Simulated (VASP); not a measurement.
Cd4SeS3: single point with PBE

Crystal: Cd4SeS3.

```
CELL_PARAMETERS angstrom
5.86965 0.00000 0.00000
0.00000 5.86965 0.00000
0.00000 0.00000 5.86965
ATOMIC_POSITIONS crystal
Cd 0.24379 0.75621 0.24379
Cd 0.24379 0.24379 0.75621
Cd 0.75621 0.75621 0.75621
Cd 0.75621 0.24379 0.24379
Se 0.50000 0.50000 0.50000
S 0.50000 0.00000 0.00000
S 0.00000 0.00000 0.50000
S 0.00000 0.50000 0.00000
```

This cell differs from its parent crystal: volume scaled by 0.94, then relaxed in part.

```yaml
Program: VASP 6.6.1
Task: single point
Functional: PBE
Potentials_or_basis: VASP PAW PBE potentials, release 64 (Cd, Se, S)
Cutoff: 520 eV
k_mesh: 6 × 6 × 6
Occupations: gaussian, width 0.02 eV
Spin: no spin polarisation
Dipole_correction: no
Further_INCAR_settings: ALGO = Normal; EDIFF = 1e-06; NBANDS = 46
```

- Pressure: 4.1 GPa
- Band gap on the k mesh: 1.01 eV, direct

Levels at points of the mesh, in eV from the valence-band top:
| k point | band 34 | band 35 | band 36 | band 37 | band 38 | band 39 |
| --- | --- | --- | --- | --- | --- | --- |
| (0.00, 0.00, 0.00) | 0.00 | 0.00 | 0.00 | 1.01 | 3.20 | 3.51 |
| (0.50, 0.00, 0.00) | -1.20 | -0.91 | -0.91 | 3.46 | 3.55 | 4.60 |
| (0.50, 0.50, 0.00) | -0.89 | -0.66 | -0.66 | 4.14 | 4.14 | 4.18 |
| (0.50, 0.50, 0.50) | -0.56 | -0.56 | -0.56 | 2.80 | 2.80 | 2.80 |

It took 2.9 min on 1 thread of Intel(R) Xeon(R) Platinum 8259CL CPU @ 2.50GHz (Skylake/Cascade Lake) (shared host), peak memory 0.43 GiB.
